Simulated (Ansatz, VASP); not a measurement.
**HfB2 in VASP and in Ansatz**

```xyz
3
Lattice="3.1400 0.0000 0.0000 -1.5700 2.7193 0.0000 0.0000 0.0000 3.4800" Properties=species:S:1:pos:R:3 pbc="T T T"
Hf    0.0000    0.0000    0.0000
B     0.0000    1.8129    1.7400
B     1.5700    0.9064    1.7400
```

Alike in both runs: task single point; functional PBE; k mesh 11 × 11 × 8; occupations fermi-dirac, width 0.1 eV; no spin polarisation.

```csv
,VASP,Ansatz
version,VASP 6.6.1,Ansatz 0.2.0
potentials or method,"VASP PAW PBE potentials, release 64 (Hf_pv, B), cutoff 520 eV","plane waves, PAW"
valence electrons in the cell,16,32
```

Ansatz gave:

| Quantity | Value |
| --- | --- |
| pressure (GPa) | 1.4 |
| traceless stress, the component that is largest in VASP (GPa) | 0.06 |

Problem. Which values does VASP return?

Solution. Pressure (GPa): 1.0; traceless stress, the component that is largest in VASP (GPa): 0.23.

VASP's potentials hold 16 valence electrons a cell and Ansatz's 32, so a difference there can come from the potentials and not from the codes.

Neither program's run includes spin-orbit coupling.
